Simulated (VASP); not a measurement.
Set up this calculation in VASP 6.6.1, as the native input.

```yaml
Task: single point
Functional: BLYP
Potentials_or_basis: VASP PAW PBE potentials, release 64 (I)
Cutoff: 520 eV
k_mesh: 9 × 9 × 9
Occupations: fermi-dirac, width 0.05 eV
Spin: no spin polarisation
Dipole_correction: no
Further_INCAR_settings: ALGO = Normal; EDIFF = 1e-07; NBANDS = 10
```

The structure of I lies in POSCAR:

```
I
1.0
    0.0000000000      2.4119965442      3.9865231326
    2.2352415877      0.0000000000      3.9865231326
    2.2352415877      2.4119965442      0.0000000000
I
1
Direct
    0.0000000000      0.0000000000      0.0000000000
```

One way to write it, as run:

INCAR

```
SYSTEM = I
PREC     = Accurate       ! precision mode
ENCUT    = 520            ! plane-wave cutoff, eV
EDIFF    = 1E-7           ! SCF threshold, eV
ISMEAR   = -1             ! smearing method
SIGMA    = 0.05           ! smearing width, eV
LREAL    = .False.        ! projectors in reciprocal space
LASPH    = .True.         ! aspherical terms in the spheres
NELM     = 60             ! most SCF steps
ALGO     = Normal         ! electronic algorithm
ISIF     = 2              ! what is computed and relaxed
LWAVE    = .False.        ! write WAVECAR
LCHARG   = .True.         ! write CHGCAR
GGA      = B5             ! functional
ALDAX    = 1.0          
AGGAX    = 1.0          
AGGAC    = 1.0          
ALDAC    = 0.0          
LELF     = .True.         ! ELF
LVHAR    = .True.       
NBANDS   = 10             ! bands
```

KPOINTS

```
Automatic mesh
0
Gamma
  9 9 9
  0 0 0
```

Potentials or basis: VASP PAW PBE potentials, release 64 (I).

The run is started by

```bash
$ cat potpaw_PBE.64/I/POTCAR > POTCAR
$ mpirun -np 1 vasp_std > vasp.out
```

Results of the run:

```
Pressure               : 1.5 GPa
Band gap on the k mesh : zero (an odd number of electrons rules out a gap without spin polarisation)
```

Caveat: the PAW data sets were made with another functional, which shifts forces and pressure a little; spin-orbit coupling is left out, which moves the levels of the heavy elements; an odd number of electrons without spin polarisation forces a metal; a magnetic or distorted state may lie lower.

Run time: 73 s on 1 thread of Intel Xeon 8259CL, with other jobs on the host, peak memory 0.21 GiB.
